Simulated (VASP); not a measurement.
# V (P6/mmm) in VASP: notebook, part 2 of 2

VASP 6.6.1. The steps go on from the part before.

**4. Single point, PBE**

This run uses another cell than the first one, of 8.20 Å³/atom.

Input file INCAR:

```
ALGO = Normal ; EDIFF = 1E-6
ENCUT = 520 ; GGA = PE
ISIF = 2 ; ISMEAR = -1
LASPH = T ; LCHARG = T
LELF = T ; LREAL = F
LVHAR = T ; LWAVE = F
NBANDS = 26 ; NELM = 100
PREC = Accurate ; SIGMA = 0.08
```

Input file KPOINTS:

```
k-points
0
Gamma
  8 8 12
```

Input file POSCAR:

```
V
1.0
    3.7353564082      0.0000000000      0.0000000000
   -1.8676782041      3.2349135417      0.0000000000
    0.0000000000      0.0000000000      2.0368010856
V
3
Direct
    0.0000000000      0.0000000000      0.0000000000
    0.3333333333      0.6666666667      0.5000000000
    0.6666666667      0.3333333333      0.5000000000
```

Potentials or basis: VASP PAW PBE potentials, release 64 (V_sv).

On the command line:

```sh
$ cat potpaw_PBE.64/V_sv/POTCAR > POTCAR
$ mpirun -np 1 vasp_std > vasp.out
```

OUTCAR:

```text
EDIFF = 1E-6
   ENCUT = 520
   GGA = PE
   ISIF = 2
   ISMEAR = -1
   LASPH = T
   LREAL = F
   NELM = 100
   PREC = Accurate

 ion  position               nearest neighbor table
   1  0.000  0.000  0.000-   2 2.38   3 2.38   2 2.38   3 2.38   3 2.38   3 2.38   2 2.38   2 2.38
                             3 2.38   3 2.38   2 2.38   2 2.38
   2  0.333  0.667  0.500-   3 2.16   3 2.16   3 2.16   1 2.38   1 2.38   1 2.38   1 2.38   1 2.38
                             1 2.38
   3  0.667  0.333  0.500-   2 2.16   2 2.16   2 2.16   1 2.38   1 2.38   1 2.38   1 2.38   1 2.38
                             1 2.38

  LATTYP: Found a hexagonal cell.
 ALAT       =     3.7353564082
 C/A-ratio  =     0.5452762369

  Lattice vectors:

 A1 = (   3.7353564082,   0.0000000000,   0.0000000000)
 A2 = (  -1.8676782041,   3.2349135417,   0.0000000000)
 A3 = (   0.0000000000,   0.0000000000,   2.0368010856)

Analysis of symmetry for initial positions (statically):
=====================================================================
 Subroutine PRICEL returns:
 Original cell was already a primitive cell.

 Routine SETGRP: Setting up the symmetry group for a
 hexagonal supercell.

 Subroutine GETGRP returns: Found 24 space group operations
 (whereof 24 operations were pure point group operations)
 out of a pool of 24 trial point group operations.

The static configuration has the point symmetry D_6h.

Analysis of symmetry for dynamics (positions and initial velocities):
=====================================================================
 Subroutine PRICEL returns:
 Original cell was already a primitive cell.

 Routine SETGRP: Setting up the symmetry group for a
 hexagonal supercell.

 Subroutine GETGRP returns: Found 24 space group operations
 (whereof 24 operations were pure point group operations)
 out of a pool of 24 trial point group operations.
[... 117 lines left out ...]
   EFERMI =   0.00;   METHOD = LEGACY
   ISMEAR =    -1;   SIGMA  =   0.08  broadening in eV -4-tet -1-fermi 0-gaus
   EFERMI_NEDOS =   21; number of points for ismear=-14 and -15
   IALGO  =     38    algorithm
   IMIX   =      4    mixing-type and parameters
     AMIX     =   0.40;   BMIX     =  1.00
     AMIX_MAG =   1.60;   BMIX_MAG =  1.00
  volume/ion in A,a.u.               =       8.20        55.36
  Fermi-wavevector in a.u.,A,eV,Ry     =   1.908601  3.606734 49.562753  3.642760
  Thomas-Fermi vector in A             =   2.945856
   LORBIT       =      0    0 simple, 1 ext, 2 COOP (PROOUT), +10 PAW based schemes
   GGA     = PE    functional components
   LHFCALC =     F    Hartree Fock is set to
   AEXX    =    0.0000 exact exchange contribution
   IVDW    =     0    specifies the selected vdW correction
   LEPSILON=     F    determine dielectric tensor
   LRPA    =     F    only Hartree local field effects (RPA)
 non-spin polarized calculation
  energy-cutoff  :      520.00
  volume of cell :       24.61
 maximum number of plane-waves:       676
 NGX is ok and might be reduce to    28
   NGX = 13   NGY = 13   NGZ =  7

 number of electron      38.9999987 magnetization

 Free energy of the ion-electron system (eV)
  ---------------------------------------------------
  ext. energy  EPLUGINS =         0.00000000
  ---------------------------------------------------
  free energy    TOTEN  =       -18.57766192 eV

  energy without entropy =      -18.53396965  energy(sigma->0) =      -18.55581578

 E-fermi :  17.7011     XC(G=0): -15.8340

 val. band max:       17.6891715066   @ k =   0.3750  -0.0000   0.1667
 cond. band min:      17.7030017769   @ k =   0.2500  -0.0000   0.2500
 fundamental gap:      0.0138302703
 Fermi energy:        17.7011390969

 k-point     1 :       0.0000    0.0000    0.0000
  band No.  band energies     occupation
      1     -46.7329      2.00000
      2     -45.6313      2.00000
      3     -45.5299      2.00000
      4     -20.9435      2.00000
      5     -20.9435      2.00000
      6     -20.4762      2.00000
[... 685 lines left out ...]
     25      21.1847      0.00000
     26      22.1903      0.00000

 [... further k-points ...]

------------------------ aborting loop because EDIFF is reached ----------------------------------------

  FORCE on cell =-STRESS in cart. coord.  units (eV):
  Direction    XX          YY          ZZ          XY          YZ          ZX
  --------------------------------------------------------------------------------------
  -------------------------------------------------------------------------------------
  Total       35.7788102     35.7788102     36.8524984      0.0000000     -0.0000000      0.0000000
  in kB     2329.1268138   2329.1268138   2399.0217019      0.0000000     -0.0000000      0.0000000
  external PRESSURE =    2352.4251098 kB  Pullay stress =       0.0000000 kB

 VOLUME and BASIS-vectors are now :
 -----------------------------------------------------------------------------
  energy-cutoff  :      520.00
  volume of cell :       24.61
      direct lattice vectors                 reciprocal lattice vectors
     3.735356408  0.000000000  0.000000000     0.267712071  0.154563636  0.000000000
    -1.867678204  3.234913542  0.000000000     0.000000000  0.309127273  0.000000000
     0.000000000  0.000000000  2.036801086     0.000000000  0.000000000  0.490965960

 POSITION                                       TOTAL-FORCE (eV/Angst)
 -----------------------------------------------------------------------------------
      0.00000      0.00000      0.00000        -0.000000     -0.000000      0.000000
     -0.00000      2.15661      1.01840        -0.000000     -0.000000      0.000000
      1.86768      1.07830      1.01840         0.000000      0.000000      0.000000
 -----------------------------------------------------------------------------------
    total drift:                                0.000000      0.000000     -0.000000

  FREE ENERGIE OF THE ION-ELECTRON SYSTEM (eV)
  ---------------------------------------------------
  free  energy   TOTEN  =       -18.5776619163 eV

  energy  without entropy=      -18.5339696461  energy(sigma->0) =      -18.55581578
```

OSZICAR:

```text
N       E                     dE             d eps       ncg     rms          rms(c)
DAV:   1     0.514488804264E+03    0.51449E+03   -0.21733E+04  3648   0.187E+03
DAV:   2     0.144910500422E+00   -0.51434E+03   -0.50515E+03  3664   0.595E+02
DAV:   3    -0.196785341707E+02   -0.19823E+02   -0.19411E+02  4270   0.137E+02
DAV:   4    -0.199643359764E+02   -0.28580E+00   -0.28521E+00  4102   0.171E+01
DAV:   5    -0.199684800538E+02   -0.41441E-02   -0.41436E-02  4126   0.209E+00    0.681E+01
DAV:   6    -0.187098830321E+02    0.12586E+01   -0.34519E+00  3888   0.199E+01    0.292E+01
DAV:   7    -0.186119611904E+02    0.97922E-01   -0.85140E-01  4254   0.976E+00    0.541E+00
DAV:   8    -0.185956593953E+02    0.16302E-01   -0.43903E-01  4462   0.823E+00    0.350E+00
DAV:   9    -0.185776938616E+02    0.17966E-01   -0.11512E-01  4286   0.422E+00    0.190E-01
DAV:  10    -0.185776796300E+02    0.14232E-04   -0.36358E-03  3858   0.760E-01    0.141E-01
DAV:  11    -0.185776843806E+02   -0.47506E-05   -0.82712E-05  4614   0.952E-02    0.756E-02
DAV:  12    -0.185776664440E+02    0.17937E-04   -0.23520E-05  3998   0.581E-02    0.506E-03
DAV:  13    -0.185776648234E+02    0.16207E-05   -0.10188E-06  2214   0.121E-02    0.465E-03
DAV:  14    -0.185776626247E+02    0.21987E-05   -0.20554E-07  1944   0.581E-03    0.177E-03
DAV:  15    -0.185776619163E+02    0.70843E-06   -0.60470E-08  1894   0.318E-03
   1 F= -.18577662E+02 E0= -.18555816E+02  d E =-.436923E-01
```

stdout:

```text
POSCAR found type information on POSCAR V
 POSCAR found :  1 types and       3 ions
 scaLAPACK will be used
 LDA part: xc-table for (Slater+PW92), standard interpolation
 POSCAR, INCAR and KPOINTS ok, starting setup
 FFT: planning ... GRIDC
 FFT: planning ... GRID_SOFT
 FFT: planning ... GRID
 WAVECAR not read
 entering main loop
```

Run time: 90 s. Hardware: 1 thread of Intel Xeon 8259CL, shared host; peak memory 0.16 GiB.

What came out:

| Item | Value |
| --- | --- |
| Free energy | -18.5777 eV |
| Pressure | 235.2 GPa |
| Band gap on the k mesh | zero (an odd number of electrons rules out a gap without spin polarisation) |

Stress tensor (GPa, compression positive):
```
232.91   0.00   0.00
  0.00 232.91   0.00
  0.00   0.00 239.90
```

Levels at points of the mesh, in eV from the Fermi level:
```csv
k point,band 17,band 18,band 19,band 20,band 21,band 22
"(0.00, 0.00, 0.00)",-1.72,-1.70,-1.70,-1.61,0.38,0.38
"(0.50, 0.00, 0.00)",-2.72,-2.59,-2.00,-1.45,2.30,3.78
"(0.00, 0.00, 0.50)",-1.25,-0.55,-0.55,-0.05,1.42,1.42
"(0.50, 0.00, 0.50)",-2.08,-1.61,-1.51,0.93,1.07,2.90
```

Caveat: atoms lie so close that the PAW spheres overlap strongly, which falsifies energies and pressures; the stress differs along the axes, from 233 to 240 GPa.

The gap in the log of VASP goes by the Fermi energy; the results here count the filled bands.